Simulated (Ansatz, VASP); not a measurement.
Rb in VASP and in Ansatz

File INCAR:

```
PREC = Accurate
ENCUT = 520
EDIFF = 1E-8
ISMEAR = -1
SIGMA = 0.03
LREAL = F
LASPH = T
NELM = 60
ALGO = Normal
ISIF = 2
LWAVE = F
LCHARG = F
GGA = PE
LEFG = T
NBANDS = 16
```

The input KPOINTS:

```
regular mesh
0
Gamma
  11 11 6
```

Contents of POSCAR:

```
Rb
1.0
    5.0678057507      0.0000000000      0.0000000000
   -2.5339028754      4.3888485215      0.0000000000
    0.0000000000      0.0000000000      8.3920072544
Rb
2
Direct
    0.3333333333      0.6666666667      0.2500000000
    0.6666666667      0.3333333333      0.7500000000
```

Input for Ansatz:

```yaml
crystal:
  lattice:
    - [5.0678057507, 0.0, 0.0]
    - [-2.5339028754, 4.3888485215, 0.0]
    - [0.0, 0.0, 8.3920072544]
  atoms:
    - { symbol: Rb, position: [0.3333333333, 0.6666666667, 0.25] }
    - { symbol: Rb, position: [0.6666666667, 0.3333333333, 0.75] }
kpoints:
  mp_grid: { grid: [11, 11, 6] }
scf:
  occupations: { method: fermi_dirac, width: 0.03 }
hamiltonian:
  xc: pbe
  pseudopotentials: { kind: paw }
output:
  forces: true
  stress: true
  eigenvalues: true
  efg: { contact_densities: true }
  write_density: true
  write_potential: true
  elf: true
  volumetric_format: npy
```

Change from the starting cell: volume scaled by 1.02, PAW files.

Alike in both runs: task electric field gradients; functional PBE; k mesh 11 × 11 × 6; occupations fermi-dirac, width 0.03 eV; no spin polarisation.

```csv
,VASP,Ansatz
version,VASP 6.6.1,Ansatz 0.2.0
potentials or method,"VASP PAW PBE potentials, release 64 (Rb_sv)","PAW with Ansatz's default frozen-core files, scalar-relativistic"
plane-wave cutoff (eV),520,420
valence electrons in the cell,18,18
```

VASP gave:

```
pressure (GPa)                                       : -0.1
size of Vzz on the site where it differs most (V/Å²) : 1.4
```

Estimate Ansatz's values.

pressure (GPa): -0.1; size of Vzz on the site where it differs most (V/Å²): 1.5.

With one functional, cell and mesh, what is left measures potentials, basis and numerics.
